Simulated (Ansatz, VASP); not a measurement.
# AlC in VASP and in Ansatz

File INCAR:

```
PREC = Accurate
ENCUT = 600
EDIFF = 1E-6
ISMEAR = 0
SIGMA = 0.2
LREAL = F
LASPH = T
NELM = 120
ALGO = Normal
ISIF = 2
LWAVE = F
LCHARG = F
GGA = PE
NBANDS = 24
GGA_COMPAT = F
```

Contents of KPOINTS:

```
Automatic mesh
0
Gamma
  12 12 1
```

The input POSCAR:

```
AlC
1.0
    2.5640065907      0.0000000000      0.0000000000
   -1.2820032953      2.2204948430      0.0000000000
    0.0000000000      0.0000000000     21.7413628790
Al C
4 4
Direct
    0.3333333333      0.6666666667      0.1928777707
    0.3333333333      0.6666666667      0.6928777707
    0.6666666667      0.3333333333      0.3071222293
    0.6666666667      0.3333333333      0.8071222293
    0.3333333333      0.6666666667      0.0000021970
    0.3333333333      0.6666666667      0.5000021970
    0.6666666667      0.3333333333      0.4999978030
    0.6666666667      0.3333333333      0.9999978030
```

Input for Ansatz:

```yaml
crystal:
  lattice:
    - [2.5640065907, 0.0, 0.0]
    - [-1.2820032953, 2.220494843, 0.0]
    - [0.0, 0.0, 21.741362879]
  atoms:
    - { symbol: Al, position: [0.3333333333, 0.6666666667, 0.1928777707] }
    - { symbol: Al, position: [0.3333333333, 0.6666666667, 0.6928777707] }
    - { symbol: Al, position: [0.6666666667, 0.3333333333, 0.3071222293] }
    - { symbol: Al, position: [0.6666666667, 0.3333333333, 0.8071222293] }
    - { symbol: C, position: [0.3333333333, 0.6666666667, 2.197e-06] }
    - { symbol: C, position: [0.3333333333, 0.6666666667, 0.500002197] }
    - { symbol: C, position: [0.6666666667, 0.3333333333, 0.499997803] }
    - { symbol: C, position: [0.6666666667, 0.3333333333, 0.999997803] }
basis:
  ecutwfc: 420
kpoints:
  mp_grid: { grid: [12, 12, 1] }
hamiltonian:
  xc: pbe
scf:
  occupations: { method: gaussian, width: 0.2 }
  lower_state_search: "off"
output:
  forces: true
  stress: true
  eigenvalues: true
```

Alike in both runs: task single point; functional PBE; k mesh 12 × 12 × 1; occupations gaussian, width 0.2 eV; no spin polarisation.

|  | VASP | Ansatz |
| --- | --- | --- |
| version | VASP 6.6.1 | Ansatz 0.2.0 |
| potentials or method | VASP PAW PBE potentials, release 64 (Al, C), cutoff 600 eV | scalar-relativistic, plane waves, PAW |
| valence electrons in the cell | 28 | 28 |

```tsv
	VASP	Ansatz	Ansatz less VASP
gap on the k mesh at the Fermi level (eV)	none	none	-
pressure (GPa)	0.0	0.0	+0.03
traceless stress, the component that is largest in VASP (GPa)	0.38	0.46	+0.082
rms of the force components (eV/Å)	0.034	0.034	+0.0003
```

Atom by atom the forces differ by 0.000 eV/Å (rms over components). A gap of «none» marks a metal or a gap that the smearing closes. With one functional, cell and mesh, what is left measures potentials, basis and numerics.
